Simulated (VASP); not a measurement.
Set up this calculation in VASP 6.6.1, as the native input.

- Task: single point
- Functional: PBE
- Potentials or basis: VASP PAW PBE potentials, release 64 (Sn_d, O)
- Cutoff: 600 eV
- k mesh: 10 × 10 × 8
- Occupations: gaussian, width 0.02 eV
- Spin: no spin polarisation
- Dipole correction: no
- Further INCAR settings: ALGO = Normal; EDIFF = 1e-06; NBANDS = 28

The structure of SnO (ae) lies in POSCAR:

```
SnO
1.0
    3.8672188317      0.0000000000      0.0000000000
    0.0000000000      3.8672188317      0.0000000000
    0.0000000000      0.0000000000      5.0753813584
Sn O
2 2
Direct
    0.5000000000      0.0000000000      0.2284305199
    0.0000000000      0.5000000000      0.7715694801
    0.0000000000      0.0000000000      0.0000000000
    0.5000000000      0.5000000000      0.0000000000
```

The input as run:

INCAR

```
  PREC = Accurate
  ENCUT = 600
  EDIFF = 1E-6
  ISMEAR = 0
  SIGMA = 0.02
  LREAL = False
  LASPH = True
  NELM = 120
  ALGO = Normal
  ISIF = 2
  LWAVE = False
  LCHARG = False
  GGA = PE
  NBANDS = 28
  GGA_COMPAT = False
```

KPOINTS

```
Automatic mesh
0
Gamma
  10 10 8
```

Potentials or basis: VASP PAW PBE potentials, release 64 (Sn_d, O).

Command:

```sh
$ cat potpaw_PBE.64/Sn_d/POTCAR potpaw_PBE.64/O/POTCAR > POTCAR
$ mpirun -np 1 vasp_std > vasp.out
```

It gave:

The pressure is 0.2 GPa. The largest force is 0.079 eV/Å. The band gap on the k mesh is 0.51 eV, indirect (least direct gap 1.91 eV).

Caveat: spin-orbit coupling is left out, which moves the levels of the heavy elements.

It took 4.6 min on 1 thread of Intel Xeon 8259CL, on a shared host, peak memory 0.36 GiB.
